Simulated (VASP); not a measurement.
# Ru (P6_3/mmc) in VASP: further runs

Runs on Ru. Level: PBEsol. Tasks: single point, relaxation of volume and atoms at fixed shape.

All numbers are computed with VASP 6.6.1; they aren't measurements. Logs are shortened: lines on timing, memory, paths and dates and some standing lists are left out, and cuts for length are marked.

### Step 1. The cell of the first run

It takes space group P6_3/mmc (No. 194, hexagonal). The conventional cell has a = 2.692 Å, b = 2.692 Å, c = 4.260 Å, α = 90.00°, β = 90.00°, γ = 120.00°. Ru (site symmetry -6m2) has 12 Ru at 2.64 to 2.69 Å within 3.5 Å.

### Step 2. Single point, PBEsol

INCAR reads:

```
PREC = Accurate
ENCUT = 520
EDIFF = 1E-6
ISMEAR = -1
SIGMA = 0.05
LREAL = F
LASPH = T
NELM = 60
ALGO = Normal
ISIF = 2
LWAVE = F
LCHARG = F
GGA = PS
NBANDS = 21
```

KPOINTS reads:

```
regular mesh
0
Gamma
  7 7 4
```

POSCAR reads:

```
Ru
1.0
    2.6918788949      0.0000000000      0.0000000000
   -1.3459394475      2.3312355069      0.0000000000
    0.0000000000      0.0000000000      4.2598695775
Ru
2
Direct
    0.3333333333      0.6666666667      0.2500000000
    0.6666666667      0.3333333333      0.7500000000
```

Potentials or basis: VASP PAW PBE potentials, release 64 (Ru_pv).

Started as:

```sh
> cat potpaw_PBE.64/Ru_pv/POTCAR > POTCAR
> mpirun -np 1 vasp_std > vasp.out
```

OUTCAR:

```text
PREC = Accurate
   ENCUT = 520
   EDIFF = 1E-6
   ISMEAR = -1
   LREAL = F
   LASPH = T
   NELM = 60
   ISIF = 2
   GGA = PS

 ion  position               nearest neighbor table
   1  0.333  0.667  0.250-   2 2.64   2 2.64   2 2.64   2 2.64   2 2.64   2 2.64
   2  0.667  0.333  0.750-   1 2.64   1 2.64   1 2.64   1 2.64   1 2.64   1 2.64

  LATTYP: Found a hexagonal cell.
 ALAT       =     2.6918788949
 C/A-ratio  =     1.5824893109

  Lattice vectors:

 A1 = (   2.6918788949,   0.0000000000,   0.0000000000)
 A2 = (  -1.3459394475,   2.3312355069,   0.0000000000)
 A3 = (   0.0000000000,   0.0000000000,   4.2598695775)

Analysis of symmetry for initial positions (statically):
=====================================================================
 Subroutine PRICEL returns:
 Original cell was already a primitive cell.

 Routine SETGRP: Setting up the symmetry group for a
 hexagonal supercell.

 Subroutine GETGRP returns: Found 24 space group operations
 (whereof 12 operations were pure point group operations)
 out of a pool of 24 trial point group operations.

The static configuration has the point symmetry D_3d.
 The point group associated with its full space group is D_6h.

Analysis of symmetry for dynamics (positions and initial velocities):
=====================================================================
 Subroutine PRICEL returns:
 Original cell was already a primitive cell.

 Routine SETGRP: Setting up the symmetry group for a
 hexagonal supercell.

 Subroutine GETGRP returns: Found 24 space group operations
 (whereof 12 operations were pure point group operations)
 out of a pool of 24 trial point group operations.

The dynamic configuration has the point symmetry D_3d.
 The point group associated with its full space group is D_6h.

 Subroutine INISYM returns: Found 24 space group operations
 (whereof 12 operations are pure point group operations),
 and found     1 'primitive' translations

----------------------------------------------------------------------------------------

                                     Primitive cell

  volume of cell :      26.7324

  direct lattice vectors                    reciprocal lattice vectors
     2.691878895  0.000000000  0.000000000     0.371487737  0.214478545  0.000000000
    -1.345939447  2.331235507  0.000000000     0.000000000  0.428957090  0.000000000
     0.000000000  0.000000000  4.259869577     0.000000000  0.000000000  0.234748971

  length of vectors
     2.691878895  2.691878895  4.259869577     0.428957090  0.428957090  0.234748971

  position of ions in fractional coordinates (direct lattice)
     0.333333333  0.666666667  0.250000000
     0.666666667  0.333333333  0.750000000

  ion indices of the primitive-cell ions
   primitive index   ion index
                 1           1
                 2           2

----------------------------------------------------------------------------------------

 KPOINTS: regular mesh

Automatic generation of k-mesh.
 Grid dimensions read from file:
 generate k-points for:    7    7    4

 Generating k-lattice:

  Cartesian coordinates                     Fractional coordinates (reciprocal lattice)
     0.053069677  0.030639792  0.000000000     0.142857143 -0.000000000  0.000000000
     0.000000000  0.061279584  0.000000000     0.000000000  0.142857143  0.000000000
     0.000000000  0.000000000  0.058687243     0.000000000  0.000000000  0.250000000

  Length of vectors
     0.061279584  0.061279584  0.058687243

  Shift w.r.t. Gamma in fractional coordinates (k-lattice)
     0.000000000  0.000000000  0.000000000

 Subroutine IBZKPT returns following result:
 ===========================================

 Found     24 irreducible k-points:

 Following reciprocal coordinates:
            Coordinates               Weight
  0.000000  0.000000  0.000000      1.000000
  0.142857  0.000000  0.000000      6.000000
  0.285714  0.000000  0.000000      6.000000
  0.428571 -0.000000  0.000000      6.000000
  0.142857  0.142857  0.000000      6.000000
  0.285714  0.142857  0.000000     12.000000
[... 16 lines left out ...]
  0.428571  0.142857  0.500000      6.000000
  0.285714  0.285714  0.500000      6.000000
   k-points           NKPTS =     24   k-points in BZ     NKDIM =     24   number of bands    NBANDS=     21
   number of dos      NEDOS =    301   number of ions     NIONS =      2
   total plane-waves  NPLWV =  12800
   dimension x,y,z NGX =    20 NGY =   20 NGZ =   32
   dimension x,y,z NGXF=    40 NGYF=   40 NGZF=   64
   ions per type =               2
   NGX,Y,Z   is equivalent  to a cutoff of  12.35, 12.35, 12.49 a.u.
   NGXF,Y,Z  is equivalent  to a cutoff of  24.70, 24.70, 24.98 a.u.
 SYSTEM =  unknown system
   PREC   = accura    normal or accurate (medium, high low for compatibility)
   ISTART =      0    job   : 0-new  1-cont  2-samecut
   ICHARG =      2    charge: 1-file 2-atom 10-const
   ISPIN  =      1    spin polarized calculation?
   LNONCOLLINEAR =      F non collinear calculations
   LSORBIT =      F    spin-orbit coupling
   LASPH  =      T    aspherical Exc in radial PAW
   ENCUT  =  520.0 eV  38.22 Ry    6.18 a.u.   5.01  5.01  7.92*2*pi/ulx,y,z
   NELM   =     60;   NELMIN=  2; NELMDL= -5     # of ELM steps
   EDIFF  = 0.1E-05   stopping-criterion for ELM
   LREAL  =      F    real-space projection
   EDIFFG = 0.1E-04   stopping-criterion for IOM
   NSW    =      0    number of steps for IOM
   IBRION =     -1    ionic relax: 0-MD 1-quasi-New 2-CG
   NFREE  =      0    steps in history (QN), initial steepest desc. (CG)
   ISIF   =      2    stress and relaxation
   ISYM   =      2    0-nonsym 1-usesym 2-fastsym
   POTIM  = 0.5000    time-step for ionic-motion
   TEBEG  =    0.0;   TEEND  =   0.0 temperature during run
   PSTRESS=    0.0 pullay stress
   NELECT =      28.0000    total number of electrons
   NUPDOWN=      -1.0000    fix difference up-down
   EMIN   =  10.00;   EMAX   =-10.00  energy-range for DOS
   EFERMI =   0.00;   METHOD = LEGACY
   ISMEAR =    -1;   SIGMA  =   0.05  broadening in eV -4-tet -1-fermi 0-gaus
   EFERMI_NEDOS =   21; number of points for ismear=-14 and -15
   IALGO  =     38    algorithm
   IMIX   =      4    mixing-type and parameters
     AMIX     =   0.40;   BMIX     =  1.00
     AMIX_MAG =   1.60;   BMIX_MAG =  1.00
  volume/ion in A,a.u.               =      13.37        90.20
  Fermi-wavevector in a.u.,A,eV,Ry     =   1.662576  3.141813 37.608668  2.764159
  Thomas-Fermi vector in A             =   2.749443
   LORBIT       =      0    0 simple, 1 ext, 2 COOP (PROOUT), +10 PAW based schemes
   GGA     = PS    functional components
   LHFCALC =     F    Hartree Fock is set to
   AEXX    =    0.0000 exact exchange contribution
   IVDW    =     0    specifies the selected vdW correction
   LEPSILON=     F    determine dielectric tensor
   LRPA    =     F    only Hartree local field effects (RPA)
 non-spin polarized calculation
  energy-cutoff  :      520.00
  volume of cell :       26.73
 maximum number of plane-waves:       729
 NGX is ok and might be reduce to    20
   NGX =  9   NGY =  9   NGZ = 15

 number of electron      27.9999999 magnetization

 Free energy of the ion-electron system (eV)
  ---------------------------------------------------
  ext. energy  EPLUGINS =         0.00000000
  ---------------------------------------------------
  free energy    TOTEN  =       -20.28355892 eV

  energy without entropy =      -20.25543373  energy(sigma->0) =      -20.26949632

 E-fermi :  13.0173     XC(G=0): -14.3736

 val. band max:       13.0102113457   @ k =   0.2857   0.1429   0.0000
 cond. band min:      13.0510379842   @ k =   0.1429   0.1429   0.0000
 fundamental gap:      0.0408266385
 Fermi energy:        13.0173474944

 k-point     1 :       0.0000    0.0000    0.0000
  band No.  band energies     occupation
      1     -30.6789      2.00000
      2     -29.6372      2.00000
      3     -29.6372      2.00000
      4     -29.4666      2.00000
      5     -29.4571      2.00000
      6     -29.4571      2.00000
[... 13 lines left out ...]
     20      23.3082      0.00000
     21      23.5365      0.00000

 k-point     2 :       0.1429    0.0000    0.0000
  band No.  band energies     occupation
      1     -30.6070      2.00000
      2     -29.7870      2.00000
      3     -29.6868      2.00000
      4     -29.6117      2.00000
      5     -29.5008      2.00000
      6     -29.4781      2.00000
[... 13 lines left out ...]
     20      23.3081      0.00000
     21      23.4490      0.00000

 k-point     3 :       0.2857    0.0000    0.0000
  band No.  band energies     occupation
      1     -30.4200      2.00000
      2     -30.1236      2.00000
      3     -29.9420      2.00000
      4     -29.7917      2.00000
      5     -29.6027      2.00000
      6     -29.5309      2.00000
[... 13 lines left out ...]
     20      23.3076      0.00000
     21      23.3427      0.00000

 k-point     4 :       0.4286   -0.0000    0.0000
  band No.  band energies     occupation
      1     -30.3922      2.00000
      2     -30.2114      2.00000
      3     -30.1920      2.00000
      4     -29.8713      2.00000
      5     -29.7424      2.00000
      6     -29.5762      2.00000
[... 13 lines left out ...]
     20      23.3065      0.00000
     21      23.9249      0.00000

 k-point     5 :       0.1429    0.1429    0.0000
  band No.  band energies     occupation
      1     -30.4768      2.00000
      2     -29.9738      2.00000
      3     -29.9231      2.00000
      4     -29.7129      2.00000
      5     -29.5696      2.00000
      6     -29.5537      2.00000
[... 13 lines left out ...]
     20      23.3078      0.00000
     21      23.3713      0.00000
[... 382 lines left out ...]
     20      23.3073      0.00000
     21      28.8028      0.00000

 k-point    22 :       0.2857    0.1429    0.5000
  band No.  band energies     occupation
      1     -30.4009      2.00000
      2     -30.4009      2.00000
      3     -29.8524      2.00000
      4     -29.8524      2.00000
      5     -29.6754      2.00000
      6     -29.6754      2.00000
[... 13 lines left out ...]
     20      23.3058      0.00000
     21      26.3773      0.00000

 k-point    23 :       0.4286    0.1429    0.5000
  band No.  band energies     occupation
      1     -30.4888      2.00000
      2     -30.4888      2.00000
      3     -29.9023      2.00000
      4     -29.9023      2.00000
      5     -29.6771      2.00000
      6     -29.6771      2.00000
[... 13 lines left out ...]
     20      23.2911      0.00000
     21      23.8754      0.00000

 k-point    24 :       0.2857    0.2857    0.5000
  band No.  band energies     occupation
      1     -30.4113      2.00000
      2     -30.4113      2.00000
      3     -30.0383      2.00000
      4     -30.0383      2.00000
      5     -29.6584      2.00000
      6     -29.6584      2.00000
[... 13 lines left out ...]
     20      23.3020      0.00000
     21      25.1100      0.00000

------------------------ aborting loop because EDIFF is reached ----------------------------------------

  FORCE on cell =-STRESS in cart. coord.  units (eV):
  Direction    XX          YY          ZZ          XY          YZ          ZX
  --------------------------------------------------------------------------------------
  -------------------------------------------------------------------------------------
  Total        0.2365305      0.2365305     -0.8906595     -0.0000000      0.0000000     -0.0000000
  in kB       14.1761981     14.1761981    -53.3807087     -0.0000000      0.0000000     -0.0000000
  external PRESSURE =      -8.3427708 kB  Pullay stress =       0.0000000 kB

 VOLUME and BASIS-vectors are now :
 -----------------------------------------------------------------------------
  energy-cutoff  :      520.00
  volume of cell :       26.73
      direct lattice vectors                 reciprocal lattice vectors
     2.691878895  0.000000000  0.000000000     0.371487737  0.214478545  0.000000000
    -1.345939447  2.331235507  0.000000000     0.000000000  0.428957090  0.000000000
     0.000000000  0.000000000  4.259869577     0.000000000  0.000000000  0.234748971

 POSITION                                       TOTAL-FORCE (eV/Angst)
 -----------------------------------------------------------------------------------
     -0.00000      1.55416      1.06497        -0.000000      0.000000      0.000000
      1.34594      0.77708      3.19490         0.000000     -0.000000      0.000000
 -----------------------------------------------------------------------------------
    total drift:                               -0.000000      0.000000     -0.000000

  FREE ENERGIE OF THE ION-ELECTRON SYSTEM (eV)
  ---------------------------------------------------
  free  energy   TOTEN  =       -20.2835589175 eV

  energy  without entropy=      -20.2554337265  energy(sigma->0) =      -20.26949632
```

Run time: 5.9 s. Hardware: 1 thread of Intel Xeon 6975P-C (Granite Rapids), shared host; peak memory 0.14 GiB.

What came out:

```
Free energy            : -20.2836 eV
Pressure               : -0.8 GPa
Band gap on the k mesh : zero (bands 14 and 15 overlap by 2.79 eV)
```

Levels at points of the mesh, in eV from the Fermi level:
| k point | band 11 | band 12 | band 13 | band 14 | band 15 | band 16 | band 17 | band 18 |
| --- | --- | --- | --- | --- | --- | --- | --- | --- |
| (0.00, 0.00, 0.00) | -2.51 | -1.95 | -1.95 | -1.45 | -1.45 | 1.20 | 1.20 | 1.21 |
| (0.00, 0.00, 0.50) | -2.83 | -2.83 | -2.83 | -2.83 | 0.56 | 0.56 | 0.56 | 0.56 |

Caveat: the k points lie up to 0.39 Å⁻¹ apart, too coarse for converged energies and pressures of a metal; the PAW data sets were made with another functional, which shifts forces and pressure a little.

### Step 3. Relaxation of volume and atoms at fixed shape, PBEsol

This run uses another cell than the first one, of 13.57 Å³/atom.

INCAR reads:

```
SYSTEM = Ru
PREC = Accurate
ENCUT = 600
EDIFF = 1E-7
ISMEAR = -1
SIGMA = 0.05
LREAL = .False.
LASPH = .True.
NELM = 60
ALGO = Normal
ISIF = 8
LWAVE = .False.
LCHARG = .False.
GGA = PS
IBRION = 2
NSW = 80
EDIFFG = -0.01
```

KPOINTS reads:

```
Automatic mesh
0
Gamma
  7 7 4
  0 0 0
```

POSCAR reads:

```
Ru
1.0
    2.7058000000      0.0000000000      0.0000000000
   -1.3529000000      2.3432920000      0.0000000000
    0.0000000000      0.0000000000      4.2819000000
Ru
2
Direct
    0.3333333333      0.6666666667      0.2500000000
    0.6666666667      0.3333333333      0.7500000000
```

Potentials or basis: VASP PAW PBE potentials, release 64 (Ru_pv).

Started as:

```sh
> cat potpaw_PBE.64/Ru_pv/POTCAR > POTCAR
> mpirun -np 1 vasp_std > vasp.out
```

Run time: 23 s. Hardware: 1 thread of Intel Xeon 6975P-C (Granite Rapids), shared host; peak memory 0.16 GiB.

Results (log left out):

```
Free energy                           : -20.2847 eV
Relaxed volume                        : 13.34 Å³/atom
Relaxed cell                          : a = 2.690 Å, b = 2.690 Å, c = 4.257 Å, α = 90.00°, β = 90.00°, γ = 120.00°
Space group after relaxing (to 0.1 Å) : P6_3/mmc (No. 194)
Energy gained by relaxing             : 4.3 meV/atom
Ionic steps                           : 4
Pressure after relaxing               : 0.0 GPa
Band gap on the k mesh                : zero (bands 14 and 15 overlap by 2.80 eV)
```

Stress tensor (GPa, compression positive):
```
 2.25  0.00  0.00
 0.00  2.25  0.00
 0.00  0.00 -4.53
```

The path:
```tsv
step	energy change (eV)	largest force (eV/Å)	pressure (GPa)	volume (Å³)
1	0.0000	0.0000	-5.81	27.15
2	0.0817	0.0000	21.55	25.26
3	-0.0087	0.0000	-0.14	26.69
4	-0.0087	0.0000	-0.01	26.68
```

Final structure:
```xyz
2
Lattice="2.6901 0.0000 0.0000 -1.3450 2.3297 0.0000 0.0000 0.0000 4.2570" Properties=species:S:1:pos:R:3 pbc="T T T"
Ru    0.0000    1.5531    1.0643
Ru    1.3450    0.7766    3.1928
```

Levels at points of the mesh, in eV from the Fermi level:
| k point | band 11 | band 12 | band 13 | band 14 | band 15 | band 16 | band 17 | band 18 |
| --- | --- | --- | --- | --- | --- | --- | --- | --- |
| (0.00, 0.00, 0.00) | -2.52 | -1.96 | -1.96 | -1.45 | -1.45 | 1.20 | 1.20 | 1.21 |
| (0.00, 0.00, 0.50) | -2.84 | -2.84 | -2.83 | -2.83 | 0.56 | 0.56 | 0.56 | 0.56 |

Caveat: the k points lie up to 0.39 Å⁻¹ apart in the final cell, too coarse for converged energies and pressures of a metal; the PAW data sets were made with another functional, which shifts forces and pressure a little.
